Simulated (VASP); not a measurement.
Input of a VASP 6.6.1 run:

File INCAR:

```
SYSTEM = C
ALGO = Normal ; EDIFF = 1E-6
ENCUT = 600 ; GGA_COMPAT = .FALSE.
ISIF = 2 ; ISMEAR = 1
LASPH = .TRUE. ; LCHARG = .FALSE.
LREAL = .FALSE. ; LWAVE = .FALSE.
NBANDS = 11 ; NELM = 120
PREC = Accurate ; SIGMA = 0.1
```

Contents of KPOINTS:

```
k-points
0
G
  10 10 3
  0 0 0
```

The input POSCAR:

```
C
1.0
    2.4561700000      0.0000000000      0.0000000000
   -1.2280850000      2.1271060000      0.0000000000
    0.0000000000      0.0000000000      8.5238030000
C
2
Direct
    0.3333333333      0.6666666667      0.0000000000
    0.6666666667      0.3333333333      0.0000000000
```

Potentials or basis: VASP PAW LDA potentials, release 64 (C).

Launch:

```console
$ cat potpaw_LDA.64/C/POTCAR > POTCAR
$ mpirun -np 1 vasp_std > vasp.out
```

Question: Predict the band gap on the k mesh.

Answer: 2.05 eV, direct.
